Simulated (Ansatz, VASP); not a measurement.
# ScSi2 in VASP and in Ansatz

```xyz
3
Lattice="3.9961 0.0000 0.0000 -1.9981 3.4608 0.0000 0.0000 0.0000 3.6493" Properties=species:S:1:pos:R:3 pbc="T T T"
Sc    0.0000    0.0000    0.0000
Si    0.0000    2.3072    1.8247
Si    1.9981    1.1536    1.8247
```

Alike in both runs: functional r2SCAN; k mesh 12 × 12 × 10; occupations gaussian, width 0.1 eV; no spin polarisation.

Ansatz relaxed the structure, and its values are those at the end. VASP's run is a single point on that final structure, the one shown.

|  | VASP | Ansatz |
| --- | --- | --- |
| version | VASP 6.6.1 | Ansatz 0.2.0 |
| potentials or method | VASP PAW PBE potentials, release 64 (Sc_sv, Si), cutoff 520 eV | scalar-relativistic, plane waves, PAW |
| valence electrons in the cell | 19 | 19 |

```tsv
	VASP	Ansatz	Ansatz less VASP
gap on the k mesh at the Fermi level (eV)	none	none	-
pressure (GPa)	0.2	0.1	-0.18
```

VASP's potentials were made for PBE, not for r2SCAN. A gap of «none» marks a metal or a gap that the smearing closes. The functional is the same, so the differences come from potentials, cutoffs and numerics.
